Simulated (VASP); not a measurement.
# In3Cu: relaxation of cell and atoms with PBE

In3Cu:

```
CELL_PARAMETERS angstrom
5.10357 0.00000 0.00000
0.00000 5.10357 0.00000
0.00000 0.00000 5.10357
ATOMIC_POSITIONS crystal
In 0.50000 0.00000 0.00000
In 0.00000 0.50000 0.00000
In 0.00000 0.00000 0.50000
Cu 0.00000 0.00000 0.00000
```

```json
{"Program": "VASP 6.6.1", "Task": "relaxation of cell and atoms", "Functional": "PBE", "Potentials or basis": "VASP PAW PBE potentials, release 64 (In_d, Cu)", "Cutoff": "600 eV", "k mesh": "10 × 10 × 10", "Occupations": "gaussian, width 0.1 eV", "Spin": "no spin polarisation", "Dipole correction": "no", "Further INCAR settings": "ALGO = Fast; EDIFF = 1e-06; IBRION = 2; EDIFFG = -0.01; NSW = 100; ISIF = 3"}
```

The relaxed volume is 33.26 Å³/atom and the relaxed cell is a = 5.105 Å, b = 5.105 Å, c = 5.105 Å, α = 90.00°, β = 90.00°, γ = 90.00°. The space group after relaxing (to 0.05 Å) is Pm-3m (No. 221), the energy gained by relaxing is 0.0 meV/atom and the ionic steps are 3. The pressure after relaxing is 0.0 GPa and the band gap on the k mesh is zero (band 25 reaches 5.12 eV, above the bottom of band 26 at 2.57 eV).

Final structure:
```xyz
4
Lattice="5.1050 0.0000 0.0000 0.0000 5.1050 0.0000 0.0000 0.0000 5.1050" Properties=species:S:1:pos:R:3 pbc="T T T"
In    2.5525    0.0000    0.0000
In    0.0000    2.5525    0.0000
In    0.0000    0.0000    2.5525
Cu    0.0000    0.0000    0.0000
```

Levels at points of the mesh, in eV from the Fermi level:
```
           k point  band 21  band 22  band 23  band 24  band 25  band 26  band 27  band 28  band 29  band 30
(0.00, 0.00, 0.00)    -3.70    -1.83    -1.83    -1.83    -1.53    -1.53     1.58     3.58     3.58     3.58
(0.50, 0.00, 0.00)    -3.82    -3.70    -1.30    -1.09    -1.09     1.08     1.82     1.82     1.82     1.84
(0.50, 0.50, 0.00)    -4.05    -3.82    -3.82    -1.21    -0.16     0.24     2.14     2.14     2.23     2.23
(0.50, 0.50, 0.50)    -4.11    -4.03    -4.03    -4.03    -0.87    -0.87    -0.87     2.84     6.76     6.76
```

It took 5.9 min on 1 thread of Intel(R) Xeon(R) 6975P-C (Granite Rapids), on a shared host, peak memory 0.44 GiB.

Caveat: spin-orbit coupling is left out, which moves the levels of the heavy elements.
